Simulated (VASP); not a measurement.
A run of VASP 6.6.1 is set up as follows.

INCAR

```
SYSTEM = AlRu
PREC     = Accurate       ! precision mode
ENCUT    = 520            ! plane-wave cutoff, eV
EDIFF    = 1E-7           ! SCF threshold, eV
ISMEAR   = 0              ! smearing method
SIGMA    = 0.15           ! smearing width, eV
LREAL    = .False.        ! projectors in reciprocal space
LASPH    = .True.         ! aspherical terms in the spheres
NELM     = 80             ! most SCF steps
ALGO     = Fast           ! electronic algorithm
ISIF     = 2              ! what is computed and relaxed
LWAVE    = .False.        ! write WAVECAR
LCHARG   = .False.        ! write CHGCAR
GGA      = PE             ! functional
NBANDS   = 16             ! bands
```

Contents of KPOINTS:

```
regular mesh
0
Gamma
  12 12 12
  0 0 0
```

Contents of POSCAR:

```
AlRu
1.0
    2.9878160756      0.0228650776     -0.0077376987
    0.0228650776      3.0098627912      0.0198863244
   -0.0077376987      0.0198863244      3.0020750620
Al Ru
1 1
Direct
    0.0554233016      0.0570247730     -0.1274970239
    0.4445766984      0.4429752270      0.6274970239
```

Potentials or basis: VASP PAW PBE potentials, release 64 (Al, Ru_pv).

Run with:

```bash
$ cat potpaw_PBE.64/Al/POTCAR potpaw_PBE.64/Ru_pv/POTCAR > POTCAR
$ mpirun -np 1 vasp_std > vasp.out
```

Problem. Predict the largest force.

Solution. 17.022 eV/Å.

Problem. Predict the pressure.

Solution. 69.8 GPa.

Forces in eV/Å, atoms in the order of the input:
```
Al   -9.911 -10.395   9.136
Ru    9.911  10.395  -9.136
```

Caveat: the cell differs from its parent crystal (atoms moved at random and the cell strained at random); forces of over 1 eV/Å act on the atoms, so gaps and moduli don't describe the material at rest.
